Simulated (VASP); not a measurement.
Sn, 2 atoms in the cell. Symmetry: I4_1/amd, No. 141, tetragonal system. Conventional cell: a = 5.745 Å, b = 5.745 Å, c = 3.133 Å, α = 90.00°, β = 90.00°, γ = 90.00°. Within 3.9 Å of Sn (site symmetry -4m2) lie 10 Sn at 2.98 to 3.71 Å. 

| Property | Result |
| --- | --- |
| Program | VASP 6.6.1 |
| Task | single point |
| Functional | PBE |
| Potentials or basis | VASP PAW PBE potentials, release 64 (Sn_d) |
| Cutoff | 520 eV |
| k mesh | 14 × 14 × 14 |
| Occupations | gaussian, width 0.1 eV |
| Spin | no spin polarisation |
| Dipole correction | no |
| Further INCAR settings | ALGO = Fast; EDIFF = 1e-07; NBANDS = 21 |

Potentials or basis: VASP PAW PBE potentials, release 64 (Sn_d).

Launch:

```console
$ cat potpaw_PBE.64/Sn_d/POTCAR > POTCAR
$ mpirun -np 1 vasp_std > vasp.out
```

Hardware: 1 thread of Intel(R) Xeon(R) Platinum 8259CL CPU @ 2.50GHz (Skylake/Cascade Lake), on a shared host.

Task: How long does it take, and how much memory?

Result: Run time: 4.2 min on 1 thread of Intel(R) Xeon(R) Platinum 8259CL CPU @ 2.50GHz (Skylake/Cascade Lake), with other jobs on the host, peak memory 0.33 GiB. Counts: scf iterations 14, k points 244.
